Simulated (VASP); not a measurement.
Ta, 1 atom in the cell. It takes space group Fm-3m (No. 225, cubic). Conventional cell: a = 4.148 Å, b = 4.148 Å, c = 4.148 Å, α = 90.00°, β = 90.00°, γ = 90.00°. Within 3.9 Å of Ta (site symmetry m-3m) lie 12 Ta at 2.93 Å.  This cell differs from its parent crystal: volume scaled by 0.92.

```yaml
Program: VASP 6.6.1
Task: single point
Functional: BLYP
Potentials_or_basis: VASP PAW PBE potentials, release 64 (Ta_pv)
Cutoff: 520 eV
k_mesh: 14 × 14 × 14
Occupations: fermi-dirac, width 0.1 eV
Spin: no spin polarisation
Dipole_correction: no
Further_INCAR_settings: ALGO = Normal; EDIFF = 1e-07; NBANDS = 12
```

Potentials or basis: VASP PAW PBE potentials, release 64 (Ta_pv).

Launch:

```bash
$ cat potpaw_PBE.64/Ta_pv/POTCAR > POTCAR
$ mpirun -np 1 vasp_std > vasp.out
```

Hardware: 1 thread of Intel(R) Xeon(R) Platinum 8488C (Sapphire Rapids), on a shared host.

Q: How long does it take, and how much memory?

A: Run time: 13 s on 1 thread of Intel(R) Xeon(R) Platinum 8488C (Sapphire Rapids), on a shared host, peak memory 0.15 GiB. Counts: scf iterations 11, k points 104.
